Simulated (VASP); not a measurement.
# MgS (Imm2) in VASP: further runs

The runs below take MgS through single point, with PBE.

Program: VASP 6.6.1. These are calculated values, not measurements. Logs are shortened: lines on timing, memory, paths and dates and some standing lists are left out, and cuts for length are marked.

## Step 1: The cell of the first run

It takes space group Imm2 (No. 44, orthorhombic). Conventional cell: a = 3.679 Å, b = 5.203 Å, c = 3.679 Å, α = 90.00°, β = 90.00°, γ = 90.00°. Mg (site symmetry mm2) has 6 S at 2.51 to 2.69 Å within 3.3 Å. S (site symmetry mm2) has 6 Mg at 2.51 to 2.69 Å within 3.3 Å.

## Step 2: Single point, PBE

File INCAR:

```
SYSTEM = MgS
PREC = Accurate ; ENCUT = 520
EDIFF = 1E-6 ; ISMEAR = 0
SIGMA = 0.05 ; LREAL = .FALSE.
LASPH = .TRUE. ; NELM = 100
ALGO = Normal ; ISIF = 2
LWAVE = .FALSE. ; LCHARG = .FALSE.
GGA = PE ; NBANDS = 11
```

File KPOINTS:

```
Automatic mesh
0
G
  8 8 8
  0 0 0
```

File POSCAR:

```
MgS
1.0
    0.0000000000      2.6016500000      2.6016500000
    2.6016500000      0.0000000000      2.6016500000
    2.6016500000      2.6016500000      0.0000000000
Mg S
1 1
Direct
   -0.0339739579      0.0000000000      0.0000000000
    0.5000000000      0.5000000000      0.5000000000
```

Potentials or basis: VASP PAW PBE potentials, release 64 (Mg, S).

Started as:

```sh
> cat potpaw_PBE.64/Mg/POTCAR potpaw_PBE.64/S/POTCAR > POTCAR
> mpirun -np 1 vasp_std > vasp.out
```

OUTCAR:

```text
SYSTEM = MgS
   PREC = Accurate
   ENCUT = 520
   EDIFF = 1E-6
   ISMEAR = 0
   LREAL = .FALSE.
   LASPH = .TRUE.
   NELM = 100
   ISIF = 2
   GGA = PE

 ion  position               nearest neighbor table
   1  0.966  0.000  0.000-   2 2.51   2 2.51   2 2.60   2 2.60   2 2.69   2 2.69
   2  0.500  0.500  0.500-   1 2.51   1 2.51   1 2.60   1 2.60   1 2.69   1 2.69

  LATTYP: Found a face centered cubic cell.
 ALAT       =     5.2033000000

  Lattice vectors:

 A1 = (   0.0000000000,   2.6016500000,   2.6016500000)
 A2 = (   2.6016500000,   0.0000000000,   2.6016500000)
 A3 = (   2.6016500000,   2.6016500000,   0.0000000000)

Analysis of symmetry for initial positions (statically):
=====================================================================
 Subroutine PRICEL returns:
 Original cell was already a primitive cell.

 Routine SETGRP: Setting up the symmetry group for a
 face centered cubic supercell.

 Subroutine GETGRP returns: Found  4 space group operations
 (whereof  4 operations were pure point group operations)
 out of a pool of 48 trial point group operations.

The static configuration has the point symmetry C_2v.

Analysis of symmetry for dynamics (positions and initial velocities):
=====================================================================
 Subroutine PRICEL returns:
 Original cell was already a primitive cell.

 Routine SETGRP: Setting up the symmetry group for a
 face centered cubic supercell.

 Subroutine GETGRP returns: Found  4 space group operations
 (whereof  4 operations were pure point group operations)
 out of a pool of 48 trial point group operations.

The dynamic configuration has the point symmetry C_2v.

 Subroutine INISYM returns: Found  4 space group operations
 (whereof  4 operations are pure point group operations),
 and found     1 'primitive' translations

----------------------------------------------------------------------------------------

                                     Primitive cell

  volume of cell :      35.2190

  direct lattice vectors                    reciprocal lattice vectors
     0.000000000  2.601650000  2.601650000    -0.192185728  0.192185728  0.192185728
     2.601650000  0.000000000  2.601650000     0.192185728 -0.192185728  0.192185728
     2.601650000  2.601650000  0.000000000     0.192185728  0.192185728 -0.192185728

  length of vectors
     3.679288715  3.679288715  3.679288715     0.332875446  0.332875446  0.332875446

  position of ions in fractional coordinates (direct lattice)
     0.966026042  0.000000000  0.000000000
[... 81 lines left out ...]
   NSW    =      0    number of steps for IOM
   IBRION =     -1    ionic relax: 0-MD 1-quasi-New 2-CG
   NFREE  =      0    steps in history (QN), initial steepest desc. (CG)
   ISIF   =      2    stress and relaxation
   ISYM   =      2    0-nonsym 1-usesym 2-fastsym
   POTIM  = 0.5000    time-step for ionic-motion
   TEBEG  =    0.0;   TEEND  =   0.0 temperature during run
   PSTRESS=    0.0 pullay stress
   NELECT =       8.0000    total number of electrons
   NUPDOWN=      -1.0000    fix difference up-down
   EMIN   =  10.00;   EMAX   =-10.00  energy-range for DOS
   EFERMI =   0.00;   METHOD = LEGACY
   ISMEAR =     0;   SIGMA  =   0.05  broadening in eV -4-tet -1-fermi 0-gaus
   EFERMI_NEDOS =   21; number of points for ismear=-14 and -15
   IALGO  =     38    algorithm
   IMIX   =      4    mixing-type and parameters
     AMIX     =   0.40;   BMIX     =  1.00
     AMIX_MAG =   1.60;   BMIX_MAG =  1.00
  volume/ion in A,a.u.               =      17.61       118.83
  Fermi-wavevector in a.u.,A,eV,Ry     =   0.998878  1.887606 13.575323  0.997758
  Thomas-Fermi vector in A             =   2.131131
   LORBIT       =      0    0 simple, 1 ext, 2 COOP (PROOUT), +10 PAW based schemes
   GGA     = PE    functional components
   LHFCALC =     F    Hartree Fock is set to
   AEXX    =    0.0000 exact exchange contribution
   IVDW    =     0    specifies the selected vdW correction
   LEPSILON=     F    determine dielectric tensor
   LRPA    =     F    only Hartree local field effects (RPA)
 non-spin polarized calculation
 Gauss-broadening in eV      SIGMA  =   0.05
  energy-cutoff  :      520.00
  volume of cell :       35.22
 maximum number of plane-waves:       960
   NGX = 13   NGY = 13   NGZ = 13

 number of electron       8.0000000 magnetization

 Free energy of the ion-electron system (eV)
  ---------------------------------------------------
  ext. energy  EPLUGINS =         0.00000000
  ---------------------------------------------------
  free energy    TOTEN  =        -8.47979454 eV

  energy without entropy =       -8.47979454  energy(sigma->0) =       -8.47979454

 E-fermi :   3.9945     XC(G=0):  -9.6841

 val. band max:        3.7227513984   @ k =   0.0000   0.0000   0.0000
 cond. band min:       6.5018494334   @ k =   0.0000   0.5000   0.5000
 fundamental gap:      2.7790980350
 Fermi energy:         3.9944693635

 k-point     1 :       0.0000    0.0000    0.0000
  band No.  band energies     occupation
      1      -8.9466      2.00000
      2       3.6966      2.00000
      3       3.7226      2.00000
      4       3.7228      2.00000
      5       7.4293      0.00000
      6      11.6712      0.00000
      7      11.6727      0.00000
      8      11.6951      0.00000
      9      14.0948      0.00000
     10      14.1158      0.00000
     11      16.2314      0.00000
[... 309 lines left out ...]
 k-point    24 :      -0.3750    0.1250    0.0000
  band No.  band energies     occupation
      1      -7.6822      2.00000
      2      -0.6735      2.00000
      3       2.3587      2.00000
      4       3.1114      2.00000
      5       9.0699      0.00000
      6      10.2081      0.00000
      7      11.0660      0.00000
      8      13.5459      0.00000
      9      15.7120      0.00000
     10      16.1993      0.00000
     11      18.4917      0.00000

 [... further k-points ...]
[... 5 lines left out ...]
  --------------------------------------------------------------------------------------
  -------------------------------------------------------------------------------------
  Total        0.1617141      0.3747334      0.3747334      0.0000000     -0.0266320      0.0000000
  in kB        7.3566819     17.0473284     17.0473284      0.0000000     -1.2115418      0.0000000
  external PRESSURE =      13.8171129 kB  Pullay stress =       0.0000000 kB

 VOLUME and BASIS-vectors are now :
 -----------------------------------------------------------------------------
  energy-cutoff  :      520.00
  volume of cell :       35.22
      direct lattice vectors                 reciprocal lattice vectors
     0.000000000  2.601650000  2.601650000    -0.192185728  0.192185728  0.192185728
     2.601650000  0.000000000  2.601650000     0.192185728 -0.192185728  0.192185728
     2.601650000  2.601650000  0.000000000     0.192185728  0.192185728 -0.192185728

 POSITION                                       TOTAL-FORCE (eV/Angst)
 -----------------------------------------------------------------------------------
      0.00000      2.51326      2.51326         0.000000      0.252959      0.252959
      2.60165      2.60165      2.60165        -0.000000     -0.252959     -0.252959
 -----------------------------------------------------------------------------------
    total drift:                                0.000000      0.000150      0.000150

  FREE ENERGIE OF THE ION-ELECTRON SYSTEM (eV)
  ---------------------------------------------------
  free  energy   TOTEN  =        -8.4797945362 eV

  energy  without entropy=       -8.4797945362  energy(sigma->0) =       -8.47979454
```

Run time: 25 s. Hardware: 1 thread of AMD EPYC 7R43 (Zen 3), shared host; peak memory 0.14 GiB.

Results:

| Item | Value |
| --- | --- |
| Free energy | -8.4798 eV |
| Pressure | 1.4 GPa |
| Largest force | 0.358 eV/Å |
| Band gap on the k mesh | 2.78 eV, indirect (least direct gap 3.71 eV) |

Forces on the atoms (eV/Å):
```
Mg   0.000  0.253  0.253
S    0.000 -0.253 -0.253
```

Caveat: the cell differs from its parent crystal (all Mg atoms moved +0.125 Å, as atom 1 towards its neighbour atom 1 (Mg) at 3.679 Å). A k mesh can miss the band edges.

## Step 3: Single point, PBE

File INCAR:

```
SYSTEM = MgS
PREC = Accurate
ENCUT = 520
EDIFF = 1E-7
ISMEAR = 0
SIGMA = 0.05
LREAL = .False.
LASPH = .True.
NELM = 60
ALGO = Normal
ISIF = 2
LWAVE = .False.
LCHARG = .True.
GGA = PE
LELF = .True.
LVHAR = .True.
NBANDS = 11
```

File KPOINTS:

```
Automatic mesh
0
Gamma
  8 8 8
  0 0 0
```

POSCAR, as its differences from that of step 2:

```diff
@@ -8,3 +8,3 @@
 Direct
-   -0.0339739579      0.0000000000      0.0000000000
+   -0.0169869790      0.0000000000      0.0000000000
     0.5000000000      0.5000000000      0.5000000000
```

Potentials or basis: VASP PAW PBE potentials, release 64 (Mg, S).

Started as:

```sh
> cat potpaw_PBE.64/Mg/POTCAR potpaw_PBE.64/S/POTCAR > POTCAR
> mpirun -np 1 vasp_std > vasp.out
```

Run time: 28 s. Hardware: 1 thread of AMD EPYC 7R43 (Zen 3), shared host; peak memory 0.14 GiB.

The run converged. Its results:

```yaml
Free_energy: -8.4964 eV
Pressure: 1.0 GPa
Largest_force: 0.176 eV/Å
Band_gap_on_the_k_mesh: 2.78 eV, indirect (least direct gap 3.71 eV)
```

Forces in eV/Å, atoms in the order of the input:
```
Mg   0.000  0.124  0.124
S    0.000 -0.124 -0.124
```

Stress tensor (GPa, compression positive):
```
 0.83  0.00  0.00
 0.00  1.07 -0.03
 0.00 -0.03  1.07
```

Levels at points of the mesh, in eV from the valence-band top:
```csv
k point,band 2,band 3,band 4,band 5,band 6,band 7
"(0.00, 0.00, 0.00)",-0.01,0.00,0.00,3.71,7.95,7.95
"(0.50, 0.00, 0.00)",-4.83,-0.59,-0.59,4.55,6.91,6.91
"(0.00, 0.50, 0.00)",-4.83,-0.59,-0.59,4.55,6.91,6.91
"(0.50, 0.50, 0.00)",-4.19,-1.68,-1.68,2.78,4.40,12.00
"(0.00, 0.50, 0.50)",-4.19,-1.69,-1.68,2.78,4.39,12.00
```

Caveat: the cell differs from its parent crystal (all Mg atoms moved +0.062 Å, as atom 1 towards its neighbour atom 1 (Mg) at 3.679 Å).
